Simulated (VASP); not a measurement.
# Hf in VASP: density of states with PBE

Aim: the density of states of Hf with PBE.

Program: VASP 6.6.1. These are calculated values, not measurements. Logs are shortened: lines on timing, memory, paths and dates and some standing lists are left out, and cuts for length are marked.

**1. The cell of the first run**

The cell holds a slab with vacuum, 4 atoms: a = 3.203 Å, b = 5.070 Å, c = 19.699 Å, α = 90.00°, β = 90.00°, γ = 90.00°.

**2. Density of states, PBE**

POSCAR reads:

```
Hf
1.0
    3.2031969921      0.0000000000      0.0000000000
    0.0000000000      5.0702495496      0.0000000000
    0.0000000000      0.0000000000     19.6987000000
Hf
4
Direct
    0.0000000000      0.7500000000      0.4061173250
    0.5000000000      0.2500000000      0.4530586628
    0.5000000000      0.7500000000      0.5469413372
    0.0000000000      0.2500000000      0.5938826750
```

INCAR.step1 reads:

```
  ALGO = Normal
  DIPOL = 0.5 0.5 0.500
  EDIFF = 1E-6
  ENCUT = 520
  GGA = PE
  IDIPOL = 3
  ISIF = 2
  ISMEAR = -1
  LASPH = T
  LCHARG = T
  LDIPOL = T
  LMAXMIX = 4
  LREAL = F
  LWAVE = F
  NBANDS = 28
  NELM = 100
  PREC = Accurate
  SIGMA = 0.05
```

KPOINTS.step1 reads:

```
k-points
0
Gamma
  13 8 1
```

INCAR.step2 reads:

```
  ALGO = Normal
  DIPOL = 0.5 0.5 0.500
  EDIFF = 1E-6
  ENCUT = 520
  GGA = PE
  ICHARG = 11
  IDIPOL = 3
  ISIF = 2
  ISMEAR = -5
  LASPH = T
  LCHARG = F
  LDIPOL = T
  LMAXMIX = 4
  LORBIT = 11
  LREAL = F
  LWAVE = F
  NEDOS = 2001
  NELM = 100
  PREC = Accurate
  SIGMA = 0.05
```

KPOINTS.step2 reads:

```
k-points
0
Gamma
  20 12 1
```

Potentials or basis: VASP PAW PBE potentials, release 64 (Hf_pv).

Launch:

```bash
> cat potpaw_PBE.64/Hf_pv/POTCAR > POTCAR
> cp INCAR.step1 INCAR
> cp KPOINTS.step1 KPOINTS
> mpirun -np 1 vasp_std > vasp.out
> cp INCAR.step2 INCAR
> cp KPOINTS.step2 KPOINTS
> mpirun -np 1 vasp_std > vasp.out
```

OUTCAR:

```text
EDIFF = 1E-6
   ENCUT = 520
   GGA = PE
   ICHARG = 11
   ISIF = 2
   ISMEAR = -5
   LASPH = T
   LORBIT = 11
   LREAL = F
   NELM = 100
   PREC = Accurate

 ion  position               nearest neighbor table
   1  0.000  0.750  0.406-   2 3.14   2 3.14   2 3.14   2 3.14   3 3.20   3 3.20
   2  0.500  0.250  0.453-   3 3.14   3 3.14   1 3.14   1 3.14   1 3.14   1 3.14   4 3.20   4 3.20

   3  0.500  0.750  0.547-   2 3.14   2 3.14   4 3.14   4 3.14   4 3.14   4 3.14   1 3.20   1 3.20

   4  0.000  0.250  0.594-   3 3.14   3 3.14   3 3.14   3 3.14   2 3.20   2 3.20

  LATTYP: Found a simple orthorhombic cell.
 ALAT       =     3.2031969921
 B/A-ratio  =     1.5828716005
 C/A-ratio  =     6.1496998307

  Lattice vectors:

 A1 = (   3.2031969921,   0.0000000000,   0.0000000000)
 A2 = (   0.0000000000,   5.0702495496,   0.0000000000)
 A3 = (   0.0000000000,   0.0000000000,  19.6987000000)

Analysis of symmetry for initial positions (statically):
=====================================================================
 Subroutine PRICEL returns:
 Original cell was already a primitive cell.

 Routine SETGRP: Setting up the symmetry group for a
 simple orthorhombic supercell.

 Subroutine GETGRP returns: Found  8 space group operations
 (whereof  4 operations were pure point group operations)
 out of a pool of  8 trial point group operations.

The static configuration has the point symmetry C_2h.
 The point group associated with its full space group is D_2h.

Analysis of symmetry for dynamics (positions and initial velocities):
=====================================================================
 Subroutine PRICEL returns:
 Original cell was already a primitive cell.

 Routine SETGRP: Setting up the symmetry group for a
 simple orthorhombic supercell.

 Subroutine GETGRP returns: Found  8 space group operations
 (whereof  4 operations were pure point group operations)
 out of a pool of  8 trial point group operations.

The dynamic configuration has the point symmetry C_2h.
 The point group associated with its full space group is D_2h.

 Subroutine INISYM returns: Found  8 space group operations
 (whereof  4 operations are pure point group operations),
 and found     1 'primitive' translations

----------------------------------------------------------------------------------------

                                     Primitive cell

  volume of cell :     319.9267

  direct lattice vectors                    reciprocal lattice vectors
     3.203196992  0.000000000  0.000000000     0.312188105  0.000000000  0.000000000
     0.000000000  5.070249550  0.000000000     0.000000000  0.197228951  0.000000000
     0.000000000  0.000000000 19.698700000     0.000000000  0.000000000  0.050764771

  length of vectors
     3.203196992  5.070249550 19.698700000     0.312188105  0.197228951  0.050764771

  position of ions in fractional coordinates (direct lattice)
     0.000000000  0.750000000  0.406117325
     0.500000000  0.250000000  0.453058663
     0.500000000  0.750000000  0.546941337
     0.000000000  0.250000000  0.593882675

  ion indices of the primitive-cell ions
   primitive index   ion index
                 1           1
                 2           2
                 3           3
                 4           4

----------------------------------------------------------------------------------------

 KPOINTS: k-points

Automatic generation of k-mesh.
 Grid dimensions read from file:
 generate k-points for:   20   12    1

 Generating k-lattice:

  Cartesian coordinates                     Fractional coordinates (reciprocal lattice)
     0.015609405  0.000000000  0.000000000     0.050000000  0.000000000  0.000000000
     0.000000000  0.016435746  0.000000000     0.000000000  0.083333333  0.000000000
     0.000000000  0.000000000  0.050764771     0.000000000  0.000000000  1.000000000

  Length of vectors
     0.015609405  0.016435746  0.050764771

  Shift w.r.t. Gamma in fractional coordinates (k-lattice)
     0.000000000  0.000000000  0.000000000

 TETIRR: Found    720 inequivalent tetrahedra from     1440

 Subroutine IBZKPT returns following result:
 ===========================================

 Found     77 irreducible k-points:

 Following reciprocal coordinates:
            Coordinates               Weight
  0.000000  0.000000  0.000000      1.000000
  0.050000  0.000000  0.000000      2.000000
  0.100000  0.000000  0.000000      2.000000
  0.150000  0.000000  0.000000      2.000000
  0.200000  0.000000  0.000000      2.000000
  0.250000  0.000000  0.000000      2.000000
[... 16 lines left out ...]
  0.000000  0.166667  0.000000      2.000000
  0.050000  0.166667  0.000000      4.000000
 [... further k-points ...]
   k-points           NKPTS =     77   k-points in BZ     NKDIM =     77   number of bands    NBANDS=     24
   number of dos      NEDOS =   2001   number of ions     NIONS =      4
   total plane-waves  NPLWV = 144000
   dimension x,y,z NGX =    24 NGY =   40 NGZ =  150
   dimension x,y,z NGXF=    48 NGYF=   80 NGZF=  300
   ions per type =               4
   NGX,Y,Z   is equivalent  to a cutoff of  12.46, 13.12, 12.66 a.u.
   NGXF,Y,Z  is equivalent  to a cutoff of  24.91, 26.23, 25.32 a.u.
 SYSTEM =  unknown system
   PREC   = accura    normal or accurate (medium, high low for compatibility)
   ISTART =      0    job   : 0-new  1-cont  2-samecut
   ICHARG =     11    charge: 1-file 2-atom 10-const
   ISPIN  =      1    spin polarized calculation?
   LNONCOLLINEAR =      F non collinear calculations
   LSORBIT =      F    spin-orbit coupling
   LASPH  =      T    aspherical Exc in radial PAW
   ENCUT  =  520.0 eV  38.22 Ry    6.18 a.u.   5.96  9.43 36.63*2*pi/ulx,y,z
   NELM   =    100;   NELMIN=  2; NELMDL=  0     # of ELM steps
   EDIFF  = 0.1E-05   stopping-criterion for ELM
   LREAL  =      F    real-space projection
   EDIFFG = 0.1E-04   stopping-criterion for IOM
   NSW    =      0    number of steps for IOM
   IBRION =     -1    ionic relax: 0-MD 1-quasi-New 2-CG
   NFREE  =      0    steps in history (QN), initial steepest desc. (CG)
   ISIF   =      2    stress and relaxation
   ISYM   =      2    0-nonsym 1-usesym 2-fastsym
   POTIM  = 0.5000    time-step for ionic-motion
   TEBEG  =    0.0;   TEEND  =   0.0 temperature during run
   PSTRESS=    0.0 pullay stress
   NELECT =      40.0000    total number of electrons
   NUPDOWN=      -1.0000    fix difference up-down
   EMIN   =  10.00;   EMAX   =-10.00  energy-range for DOS
   EFERMI =   0.00;   METHOD = LEGACY
   ISMEAR =    -5;   SIGMA  =   0.05  broadening in eV -4-tet -1-fermi 0-gaus
   EFERMI_NEDOS =   21; number of points for ismear=-14 and -15
   IALGO  =     38    algorithm
   IMIX   =      4    mixing-type and parameters
     AMIX     =   0.40;   BMIX     =  1.00
     AMIX_MAG =   1.60;   BMIX_MAG =  1.00
  volume/ion in A,a.u.               =      79.98       539.74
  Fermi-wavevector in a.u.,A,eV,Ry     =   0.818612  1.546952  9.117607  0.670125
  Thomas-Fermi vector in A             =   1.929269
   LORBIT       =     11    0 simple, 1 ext, 2 COOP (PROOUT), +10 PAW based schemes
   GGA     = PE    functional components
   LHFCALC =     F    Hartree Fock is set to
   AEXX    =    0.0000 exact exchange contribution
   IVDW    =     0    specifies the selected vdW correction
   LEPSILON=     F    determine dielectric tensor
   LRPA    =     F    only Hartree local field effects (RPA)
 non-spin polarized calculation
 Fermi weights with tetrahedron method with Bloechl corrections
  energy-cutoff  :      520.00
  volume of cell :      319.93
 maximum number of plane-waves:      8684
 NGX is ok and might be reduce to    24

 number of electron      39.9999997 magnetization

 dipolmoment           0.000000      0.000000     -0.000000 electrons x Angstroem

 Free energy of the ion-electron system (eV)
  ---------------------------------------------------
  ext. energy  EPLUGINS =         0.00000000
  ---------------------------------------------------
  free energy    TOTEN  =       -35.74356137 eV

  energy without entropy =      -35.74356137  energy(sigma->0) =      -35.74356137

 E-fermi :  -1.2104     XC(G=0):  -4.2653

 val. band max:       -1.1591420885   @ k =   0.4500   0.4167   0.0000
 cond. band min:      -1.2524164059   @ k =   0.2500   0.5000   0.0000
 fundamental gap:     -0.0932743173
 Fermi energy:        -1.2103553567

 k-point     1 :       0.0000    0.0000    0.0000
  band No.  band energies     occupation
      1     -32.6223      2.00000
      2     -32.6099      2.00000
      3     -32.5336      2.00000
      4     -32.4503      2.00000
      5     -32.1186      2.00000
      6     -32.0915      2.00000
[... 16 lines left out ...]
     23      -0.1449      0.00000
     24       0.0432      0.00000

 k-point     2 :       0.0500    0.0000    0.0000
  band No.  band energies     occupation
      1     -32.6215      2.00000
      2     -32.6085      2.00000
      3     -32.5295      2.00000
      4     -32.4474      2.00000
      5     -32.1271      2.00000
      6     -32.1028      2.00000
[... 16 lines left out ...]
     23      -0.1807      0.00000
     24       0.0186      0.00000

 k-point     3 :       0.1000    0.0000    0.0000
  band No.  band energies     occupation
      1     -32.6191      2.00000
      2     -32.6046      2.00000
      3     -32.5176      2.00000
      4     -32.4387      2.00000
      5     -32.1516      2.00000
      6     -32.1344      2.00000
[... 16 lines left out ...]
     23      -0.2757      0.00000
     24      -0.0916      0.00000

 k-point     4 :       0.1500    0.0000    0.0000
  band No.  band energies     occupation
      1     -32.6157      2.00000
      2     -32.5984      2.00000
      3     -32.4985      2.00000
      4     -32.4251      2.00000
      5     -32.1894      2.00000
      6     -32.1816      2.00000
[... 16 lines left out ...]
     23      -0.4335      0.00000
     24      -0.3751      0.00000

 k-point     5 :       0.2000    0.0000    0.0000
  band No.  band energies     occupation
      1     -32.6120      2.00000
      2     -32.5906      2.00000
      3     -32.4731      2.00000
      4     -32.4074      2.00000
      5     -32.2387      2.00000
      6     -32.2365      2.00000
[... 16 lines left out ...]
     23      -0.6470      0.00000
     24      -0.4739      0.00000

 k-point     6 :       0.2500    0.0000    0.0000
  band No.  band energies     occupation
      1     -32.6089      2.00000
      2     -32.5818      2.00000
      3     -32.4430      2.00000
      4     -32.3872      2.00000
      5     -32.2997      2.00000
      6     -32.2882      2.00000
[... 16 lines left out ...]
     23      -0.6488      0.00000
     24      -0.5134      0.00000
[... 379 lines left out ...]
 k-point    21 :       0.4500    0.0833    0.0000
  band No.  band energies     occupation
      1     -32.6074      2.00000
      2     -32.5541      2.00000
      3     -32.4854      2.00000
      4     -32.4497      2.00000
      5     -32.3348      2.00000
      6     -32.3274      2.00000
[... 16 lines left out ...]
     23      -0.7063      0.00000
     24      -0.3854      0.00000

 k-point    22 :       0.5000    0.0833    0.0000
  band No.  band energies     occupation
      1     -32.6078      2.00000
      2     -32.5523      2.00000
      3     -32.4945      2.00000
      4     -32.4577      2.00000
      5     -32.3289      2.00000
      6     -32.3245      2.00000
[... 16 lines left out ...]
     23      -0.7283      0.00000
     24      -0.2843      0.00000

 k-point    23 :       0.0000    0.1667    0.0000
  band No.  band energies     occupation
      1     -32.6305      2.00000
      2     -32.6211      2.00000
      3     -32.4944      2.00000
      4     -32.4335      2.00000
      5     -32.1128      2.00000
      6     -32.0892      2.00000
[... 16 lines left out ...]
     23      -0.1165      0.00000
     24       0.0267      0.00000

 k-point    24 :       0.0500    0.1667    0.0000
  band No.  band energies     occupation
      1     -32.6292      2.00000
      2     -32.6195      2.00000
      3     -32.4914      2.00000
      4     -32.4317      2.00000
      5     -32.1217      2.00000
      6     -32.1021      2.00000
[... 16 lines left out ...]
     23      -0.2075      0.00000
     24      -0.0663      0.00000

 [... further k-points ...]

------------------------ aborting loop because EDIFF is reached ----------------------------------------

 vacuum level on the upper side and lower side of the slab       (xc-potential included)        -0.109        -0.109

  FORCE on cell =-STRESS in cart. coord.  units (eV):
  Direction    XX          YY          ZZ          XY          YZ          ZX
  --------------------------------------------------------------------------------------
  -------------------------------------------------------------------------------------
  Total       -6.3557886     -4.4236337     -3.0176981      0.0000000     -0.0000000      0.0000000
  in kB      -31.8294749    -22.1533390    -15.1124829      0.0000000     -0.0000000      0.0000000
  external PRESSURE =     -23.0317656 kB  Pullay stress =       0.0000000 kB

 VOLUME and BASIS-vectors are now :
 -----------------------------------------------------------------------------
  energy-cutoff  :      520.00
  volume of cell :      319.93
      direct lattice vectors                 reciprocal lattice vectors
     3.203196992  0.000000000  0.000000000     0.312188105  0.000000000  0.000000000
     0.000000000  5.070249550  0.000000000     0.000000000  0.197228951  0.000000000
     0.000000000  0.000000000 19.698700000     0.000000000  0.000000000  0.050764771

 POSITION                                       TOTAL-FORCE (eV/Angst)
 -----------------------------------------------------------------------------------
      0.00000      3.80269      7.99998         0.000000     -0.000000      0.683472
      1.60160      1.26756      8.92467         0.000000      0.000000      0.423318
      1.60160      3.80269     10.77403         0.000000      0.000000     -0.423318
      0.00000      1.26756     11.69872         0.000000     -0.000000     -0.683472
 -----------------------------------------------------------------------------------
    total drift:                                0.000000     -0.000000     -0.000000

  FREE ENERGIE OF THE ION-ELECTRON SYSTEM (eV)
  ---------------------------------------------------
  free  energy   TOTEN  =       -35.7435613656 eV

  energy  without entropy=      -35.7435613656  energy(sigma->0) =      -35.74356137

 vacuum level on the upper side and lower side of the slab         2.490         2.490

 total charge

# of ion       s       p       d       tot
------------------------------------------
    1        0.418   6.207   1.471   8.096
    2        0.393   6.324   1.522   8.239
    3        0.393   6.324   1.522   8.239
    4        0.418   6.207   1.471   8.096
--------------------------------------------------
tot          1.623  25.062   5.986  32.671
```

Wall time 19 min (1 thread of Intel Xeon Platinum 8375C at 2.90GHz (Ice Lake), shared host); peak memory 0.65 GiB.

What came out:

* Valence electrons inside the program's atomic spheres: Hf 8.10, 8.24

Levels at points of the mesh, in eV from the Fermi level:
```
           k point  band 16  band 17  band 18  band 19  band 20  band 21  band 22  band 23  band 24
(0.00, 0.00, 0.00)    -2.46    -1.44    -0.62    -0.32     0.38     0.40     0.94     1.07     1.25
(0.50, 0.00, 0.00)    -1.79    -1.74    -1.36    -1.13    -0.79     0.05     0.27     0.42     0.91
(0.00, 0.50, 0.00)    -3.30    -0.82    -0.82    -0.36    -0.36     0.37     0.37     0.54     0.54
(0.50, 0.50, 0.00)    -2.57    -0.96    -0.96    -0.24    -0.24     0.58     0.58     0.92     0.92
```

Caveat: spin-orbit coupling is left out, which moves the levels of the heavy elements; tetrahedron occupations give inexact forces and stress in metals.
